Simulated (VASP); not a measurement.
Fe:

```
Fe
1.0
     0.00000    1.76350    1.76350
     1.76350    0.00000    1.76350
     1.76350    1.76350    0.00000
Fe
1
Cartesian
  0.0000 0.0000 0.0000
```

Program: VASP 6.6.1. Alike in all runs: task single point; level PBE; potentials or basis VASP PAW PBE potentials, release 64 (Fe); spin collinear, ferromagnetic start; cell as given; k mesh 11 × 11 × 11; cutoff (eV) 520; smearing fermi-dirac 0.1 eV.

Task: Order these runs on this cell by their pressure, lowest first.
A. fixed moment (μB) 1.99
B. fixed moment (μB) 1.32
C. 
D. fixed moment (μB) 2.32
E. fixed moment (μB) 2.65

Result: C (-16.1 GPa), B (-5.3 GPa), A (7.5 GPa), D (15.2 GPa), E (24.0 GPa).

Caveats: the total moment is fixed, so each spin has its own Fermi level (some runs).
